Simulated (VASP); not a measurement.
HfRu3:

```
Hf Ru
1.0
     3.95577    0.00000    0.00000
     0.00000    3.95577    0.00000
     0.00000    0.00000    3.95577
Hf Ru
1 3
Direct
  0.00000 0.00000 0.00000
  0.50000 0.50000 0.00000
  0.50000 0.00000 0.50000
  0.00000 0.50000 0.50000
```

Base run:

```yaml
Program: VASP 6.6.1
Functional: PBEsol
Potentials_or_basis: VASP PAW PBE potentials, release 64 (Hf_pv, Ru_pv)
Cutoff: 520 eV
k_mesh: 6 × 6 × 6
Occupations: gaussian, width 0.15 eV
Spin: no spin polarisation
```

Its results: band gap on the k mesh zero (band 26 reaches 11.68 eV, above the bottom of band 27 at 8.72 eV); pressure -10.4 GPa.

Q: After a change of settings the same cell gave: band gap on the k mesh zero (band 26 reaches 11.83 eV, above the bottom of band 27 at 8.75 eV); pressure -6.2 GPa. Which change was it?
A. functional from PBEsol to PBE; further incar settings from ALGO = Normal; EDIFF = 1e-06; NBANDS = 34 to ALGO = Normal; EDIFF = 1e-07; NBANDS = 34
B. functional from PBEsol to LDA; potentials or basis from VASP PAW PBE potentials, release 64 (Hf_pv, Ru_pv) to VASP PAW LDA potentials, release 64 (Hf_pv, Ru_pv)
C. functional from PBEsol to r2SCAN
D. functional from PBEsol to revPBE

A: C.

Caveats: the PAW data sets were made with another functional, which shifts forces and pressure a little; spin-orbit coupling is left out, which moves the levels of the heavy elements.
